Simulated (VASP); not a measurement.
AlNi3, 4 atoms in the cell. Symmetry: Fm-3m, No. 225, cubic system. The conventional cell has a = 5.890 Å, b = 5.890 Å, c = 5.890 Å, α = 90.00°, β = 90.00°, γ = 90.00°. Al (site symmetry m-3m) has 14 Ni at 2.55 to 2.95 Å within 3.4 Å. Ni (site symmetry -43m) has 4 Al at 2.55 Å and 10 Ni at 2.55 to 2.95 Å within 3.4 Å. Ni (site symmetry m-3m) has 8 Ni at 2.55 Å and 6 Al at 2.95 Å within 3.4 Å. 

* Program: VASP 6.6.1
* Task: single point
* Functional: PBE
* Potentials or basis: VASP PAW PBE potentials, release 64 (Al, Ni)
* Cutoff: 520 eV
* k mesh: 14 × 14 × 14
* Occupations: gaussian, width 0.15 eV
* Spin: collinear spin, ferromagnetic start
* Starting moments: [0.0, 0.75, 0.75, 0.75] μB
* Fixed moment: 2.25 μB
* Dipole correction: no
* Further INCAR settings: ALGO = Fast; EDIFF = 1e-07; NBANDS = 28

Potentials or basis: VASP PAW PBE potentials, release 64 (Al, Ni).

Command:

```bash
$ cat potpaw_PBE.64/Al/POTCAR potpaw_PBE.64/Ni/POTCAR > POTCAR
$ mpirun -np 1 vasp_std > vasp.out
```

Hardware: 1 thread of Oxide Virtual Turin-like Processor, with other jobs on the host.

Question: Estimate the wall time of this run.

Answer: It took 10 min on 1 thread of Oxide Virtual Turin-like Processor (shared host), peak memory 0.32 GiB. Counts: scf iterations 18, k points 104.
